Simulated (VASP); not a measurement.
Input of a VASP 6.6.1 run:

INCAR

```
ALGO = Normal ; EDIFF = 1E-6
ENCUT = 520 ; GGA = CA
ISIF = 2 ; ISMEAR = -1
LASPH = True ; LCHARG = False
LREAL = False ; LWAVE = False
NBANDS = 28 ; NELM = 100
PREC = Accurate ; SIGMA = 0.05
```

KPOINTS

```
k-points
0
Gamma
  6 6 3
```

POSCAR

```
SnSe
1.0
    4.2853274191      0.0000000000      0.0000000000
    0.0000000000      4.2853274191      0.0000000000
    0.0000000000      0.0000000000     10.9906921300
Sn Se
2 2
Direct
    0.0000000000      0.5000000000      0.6277708900
    0.5000000000      0.0000000000      0.3722291100
    0.0000000000      0.5000000000      0.3839605100
    0.5000000000      0.0000000000      0.6160394900
```

Potentials or basis: VASP PAW LDA potentials, release 64 (Sn_d, Se).

Run with:

```bash
$ cat potpaw_LDA.64/Sn_d/POTCAR potpaw_LDA.64/Se/POTCAR > POTCAR
$ mpirun -np 1 vasp_std > vasp.out
```

**Question.** Predict the largest force.

**Answer.** 0.220 eV/Å.

**Question.** What does it give for the band gap on the k mesh?

**Answer.** 1.45 eV.

Forces on the atoms (eV/Å):
```
Sn   0.000  0.000 -0.220
Sn   0.000  0.000  0.220
Se   0.000  0.000  0.022
Se   0.000  0.000 -0.022
```

Caveat: spin-orbit coupling is left out, which moves the levels of the heavy elements.
